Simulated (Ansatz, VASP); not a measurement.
AlN in VASP and in Ansatz

The input POSCAR:

```
AlN
1.0
    3.0445617499      0.0000000000      0.0000000000
   -1.5222808750      2.6366678188      0.0000000000
    0.0000000000      0.0000000000      5.0306918794
Al N
2 2
Direct
    0.3333333333      0.6666666667      0.0018609738
    0.6666666667      0.3333333333      0.5018609738
    0.3333333333      0.6666666667      0.3781390262
    0.6666666667      0.3333333333      0.8781390262
```

INCAR.step1

```
SYSTEM = AlN
ALGO     = Normal         ! electronic algorithm
EDIFF    = 1E-4           ! SCF threshold, eV
ENCUT    = 520            ! plane-wave cutoff, eV
GGA      = PE             ! functional
ISMEAR   = 0              ! smearing method
LASPH    = .TRUE.         ! aspherical terms in the spheres
LCHARG   = .FALSE.        ! write CHGCAR
LREAL    = .FALSE.        ! projectors in reciprocal space
LWAVE    = .TRUE.         ! write WAVECAR
NBANDS   = 16             ! bands
NELM     = 60             ! most SCF steps
PREC     = Accurate       ! precision mode
SIGMA    = 0.01           ! smearing width, eV
```

File INCAR.step2:

```
SYSTEM = AlN
ALGO     = Normal         ! electronic algorithm
EDIFF    = 1E-6           ! SCF threshold, eV
ENCUT    = 520            ! plane-wave cutoff, eV
ISIF     = 2              ! what is computed and relaxed
ISMEAR   = 0              ! smearing method
ISTART   = 1            
LASPH    = .TRUE.         ! aspherical terms in the spheres
LCHARG   = .FALSE.        ! write CHGCAR
LMIXTAU  = .TRUE.       
LREAL    = .FALSE.        ! projectors in reciprocal space
LWAVE    = .FALSE.        ! write WAVECAR
METAGGA  = R2SCAN         ! meta-GGA
NBANDS   = 16             ! bands
NELM     = 60             ! most SCF steps
PREC     = Accurate       ! precision mode
SIGMA    = 0.01           ! smearing width, eV
```

Contents of KPOINTS:

```
k-points
0
G
  8 8 4
  0 0 0
```

Input for Ansatz:

```yaml
crystal:
  lattice:
    - [3.04456174993, 0.0, 0.0]
    - [-1.52228087496, 2.63666781883, 0.0]
    - [0.0, 0.0, 5.03069187944]
  atoms:
    - { symbol: Al, position: [0.333333333333, 0.666666666667, 0.001860973801] }
    - { symbol: Al, position: [0.666666666667, 0.333333333333, 0.501860973801] }
    - { symbol: "N", position: [0.333333333333, 0.666666666667, 0.378139026199] }
    - { symbol: "N", position: [0.666666666667, 0.333333333333, 0.878139026199] }
kpoints:
  mp_grid: { grid: [8, 8, 4] }
scf:
  occupations: { method: fixed }
  convergence: { dr2_threshold: 1.0e-10 }
hamiltonian:
  xc: r2scan
  pseudopotentials: { kind: paw }
output:
  forces: true
  stress: true
  eigenstates:
    kpoints:
      - [0.0, 0.0, 0.0]
      - [0.5, -0.5, -0.332770117]
      - [0.0, 0.5, -0.332770117]
      - [0.5, 0.0, -0.332770117]
      - [0.0, 0.0, -0.5]
      - [-0.5, 0.0, 0.0]
      - [-0.5, 0.5, 0.0]
      - [0.0, -0.5, 0.0]
      - [-0.5, 0.0, -0.5]
      - [-0.5, 0.5, -0.5]
      - [0.0, -0.5, -0.5]
  eigenvalues: true
```

Change from the starting cell: film at in-plane strain -0.02.

Alike in both runs: task single point; functional r2SCAN; k mesh 8 × 8 × 4; no spin polarisation.

|  | VASP | Ansatz |
| --- | --- | --- |
| version | VASP 6.6.1 | Ansatz 0.2.0 |
| potentials or method | VASP PAW PBE potentials, release 64 (Al, N) | PAW with Ansatz's default frozen-core files, scalar-relativistic |
| plane-wave cutoff (eV) | 520 | 500 |
| occupations | gaussian, width 0.01 eV | fixed |
| valence electrons in the cell | 16 | 16 |

Ansatz gave:

| Item | Value |
| --- | --- |
| gap on the k mesh at the Fermi level (eV) | 5.25 |
| pressure (GPa) | 7.1 |
| traceless stress, the component that is largest in VASP (GPa) | -7.08 |

Question: Estimate VASP's values.

Answer: gap on the k mesh at the Fermi level (eV): 5.29; pressure (GPa): 6.7; traceless stress, the component that is largest in VASP (GPa): -7.14.

VASP's potentials were made for PBE, not for r2SCAN.
